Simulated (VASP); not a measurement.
A run of VASP 6.6.1 is set up as follows.

INCAR

```
SYSTEM = ZnS
PREC = Accurate
ENCUT = 500
EDIFF = 1E-7
ISMEAR = -1
SIGMA = 0.03
LREAL = .FALSE.
LASPH = .TRUE.
NELM = 120
ALGO = Normal
ISIF = 3
LWAVE = .FALSE.
LCHARG = .FALSE.
GGA = PS
IBRION = 2
NSW = 100
EDIFFG = -0.01
GGA_COMPAT = .FALSE.
NELMIN = 4
```

File KPOINTS:

```
Automatic mesh
0
G
  6 6 4
  0 0 0
```

File POSCAR:

```
ZnS
1.0
    3.7833745762      0.0000000000      0.0000000000
   -1.8916872881      3.2764984950      0.0000000000
    0.0000000000      0.0000000000      4.7289669000
Zn S
2 2
Direct
    0.3333333333      0.6666666667      0.2500000000
    0.6666666667      0.3333333333      0.7500000000
    0.6666666667      0.3333333333      0.2500000000
    0.3333333333      0.6666666667      0.7500000000
```

Potentials or basis: VASP PAW PBE potentials, release 64 (Zn, S).

Launch:

```sh
$ cat potpaw_PBE.64/Zn/POTCAR potpaw_PBE.64/S/POTCAR > POTCAR
$ mpirun -np 1 vasp_std > vasp.out
```

Q: Estimate the band gap on the k mesh.

A: 1.09 eV.

Q: Estimate the space group after relaxing (to 0.1 Å).

A: P6_3/mmc (No. 194).

Q: Predict the relaxed volume.

A: 19.10 Å³/atom.

Q: What does it give for the relaxed cell?

A: a = 3.951 Å, b = 3.951 Å, c = 5.651 Å, α = 90.00°, β = 90.00°, γ = 120.00°.

Step by step:
| step | energy change (eV) | largest force (eV/Å) | pressure (GPa) | volume (Å³) |
| --- | --- | --- | --- | --- |
| 1 | 0.0000 | 0.0000 | 34.43 | 58.62 |
| 2 | -0.9500 | 0.0000 | -9.94 | 89.54 |
| 3 | -1.4558 | 0.0000 | -0.48 | 75.16 |
| 4 | -1.5063 | 0.0000 | 0.04 | 74.92 |
| 5 | -1.5398 | 0.0000 | 2.06 | 74.30 |
| 6 | -1.5411 | 0.0000 | 1.67 | 74.40 |
| 7 | -1.5506 | 0.0000 | -0.59 | 76.87 |
| 8 | -1.5513 | 0.0000 | -0.13 | 76.33 |
| 9 | -1.5513 | 0.0000 | -0.15 | 76.36 |
| 10 | -1.5517 | 0.0000 | -0.04 | 76.38 |
| 11 | -1.5517 | 0.0000 | 0.02 | 76.39 |

Caveat: the volume moved by over 15 % at a fixed basis, so the end points are rough; the PAW data sets were made with another functional, which shifts forces and pressure a little. A k mesh can miss the band edges.
